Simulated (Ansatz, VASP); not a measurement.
## Te2Mo in VASP and in Ansatz

```
CELL_PARAMETERS angstrom
3.50043 0.00000 0.00000
-1.75022 3.03147 0.00000
0.00000 0.00000 46.97203
ATOMIC_POSITIONS crystal
Te 0.33333 0.66667 0.38837
Te 0.33333 0.66667 0.46574
Te 0.66667 0.33333 0.53426
Te 0.66667 0.33333 0.61163
Mo 0.66667 0.33333 0.42704
Mo 0.33333 0.66667 0.57296
```

Alike in both runs: functional PBE; dispersion D3(BJ); k mesh 9 × 9 × 1; occupations gaussian, width 0.02 eV; no spin polarisation.

Ansatz relaxed the structure, and its values are those at the end. VASP's run is a single point on that final structure, the one shown.

```csv
,VASP,Ansatz
version,VASP 6.6.1,Ansatz 0.2.0
potentials or method,"VASP PAW PBE potentials, release 64 (Te, Mo_sv), cutoff 520 eV","scalar-relativistic, plane waves, PAW"
valence electrons in the cell,52,92
```

Ansatz gave:

| Item | Value |
| --- | --- |
| gap on the k mesh at the Fermi level (eV) | 0.91 |
| least direct gap on the mesh (eV) | 1.14 |
| rms of the force components (eV/Å) | 0.001 |

Which values does VASP return?

gap on the k mesh at the Fermi level (eV): 0.91; least direct gap on the mesh (eV): 1.14; rms of the force components (eV/Å): 0.007.

VASP's potentials hold 52 valence electrons a cell and Ansatz's 92, so a difference there can come from the potentials and not from the codes. Ansatz's warnings: relaxed geometry near dispersion switch, xc potential rough in thin density.

Spin-orbit coupling is off throughout.
